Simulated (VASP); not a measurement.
InP:

```
CELL_PARAMETERS angstrom
0.00000 2.93050 2.93050
2.93050 0.00000 2.93050
2.93050 2.93050 0.00000
ATOMIC_POSITIONS crystal
In 0.00000 0.00000 0.00000
P 0.75000 0.75000 0.75000
```

Base run:

- Program: VASP 6.6.1
- Functional: b88 exchange, pbe correlation
- Potentials or basis: VASP PAW PBE potentials, release 64 (In_d, P)
- Cutoff: 500 eV
- k mesh: 8 × 8 × 8
- Occupations: fermi-dirac, width 0.05 eV
- Spin: no spin polarisation

Its results: band gap on the k mesh 0.69 eV; pressure 3.2 GPa.

Q: The run is repeated on the same cell with these changes: functional from b88 exchange, pbe correlation to r2SCAN50; cutoff from 500 eV to 520 eV; k mesh from 8 × 8 × 8 to 5 × 5 × 5. What comes out?

A: Band gap on the k mesh 3.79 eV; pressure -1.0 GPa.

Several settings changed at once.

Caveats: the PAW data sets were made with another functional, which shifts forces and pressure a little; spin-orbit coupling is left out, which moves the levels of the heavy elements; the cell stands under pressure (at least some runs).

